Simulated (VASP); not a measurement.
Write the native input for VASP 6.6.1 that does the following.

```
Task                   : single point
Functional             : PBE
Dispersion             : D3(BJ)
Potentials or basis    : VASP PAW PBE potentials, release 64 (Ti_sv, H)
Cutoff                 : 520 eV
k mesh                 : 3 × 2 × 4
Occupations            : gaussian, width 0.15 eV
Spin                   : no spin polarisation
Dipole correction      : no
Further INCAR settings : ALGO = Normal; EDIFF = 1e-06; NBANDS = 84
```

The structure of Ti12H (a cell with a defect) lies in POSCAR:

```
Ti12H
1.0
    5.9000000000      0.0000000000      0.0000000000
   -4.4250000000      7.6643250000      0.0000000000
    0.0000000000      0.0000000000      4.6846000000
Ti H
12 1
Direct
   -0.0049028599     -0.0046497709      0.0089466536
    0.1547797935      0.2157592448      0.4938859153
   -0.0023123507      0.3300360629      0.0011046683
    0.1676049265      0.5546081337      0.4967753062
    0.0059170323      0.6690314923     -0.0022427750
    0.1697176627      0.8892316136      0.5030422307
    0.5023561151     -0.0011613607      0.0056782294
    0.6697953740      0.2172727633      0.4931638954
    0.4978493602      0.3310661764      0.0037254540
    0.6770784376      0.5652384742      0.4868067012
    0.4995115930      0.6669341345      0.0001479470
    0.6638247982      0.8865123966      0.5050620335
    0.5009771176      0.3350954393      0.6063187404
```

One way to write it, as run:

INCAR

```
SYSTEM = Ti12H
PREC     = Accurate       ! precision mode
ENCUT    = 520            ! plane-wave cutoff, eV
EDIFF    = 1E-6           ! SCF threshold, eV
ISMEAR   = 0              ! smearing method
SIGMA    = 0.15           ! smearing width, eV
LREAL    = .FALSE.        ! projectors in reciprocal space
LASPH    = .TRUE.         ! aspherical terms in the spheres
NELM     = 100            ! most SCF steps
ALGO     = Normal         ! electronic algorithm
ISIF     = 2              ! what is computed and relaxed
LWAVE    = .FALSE.        ! write WAVECAR
LCHARG   = .FALSE.        ! write CHGCAR
GGA      = PE             ! functional
IVDW     = 12             ! dispersion correction
NBANDS   = 84             ! bands
```

KPOINTS

```
Automatic mesh
0
G
  3 2 4
  0 0 0
```

Potentials or basis: VASP PAW PBE potentials, release 64 (Ti_sv, H).

Command:

```console
$ cat potpaw_PBE.64/Ti_sv/POTCAR potpaw_PBE.64/H/POTCAR > POTCAR
$ mpirun -np 1 vasp_std > vasp.out
```

Results of the run:

```yaml
Pressure: -5.8 GPa
Largest_force: 0.022 eV/Å
Band_gap_on_the_k_mesh: zero (an odd number of electrons rules out a gap without spin polarisation)
Dispersion_energy_per_atom: -0.561 eV
```

Caveat: the k points lie up to 0.41 Å⁻¹ apart, too coarse for converged energies and pressures of a metal.

It took 5 min on 1 thread of Intel(R) Xeon(R) Platinum 8488C (Sapphire Rapids), with other jobs on the host, peak memory 0.43 GiB.
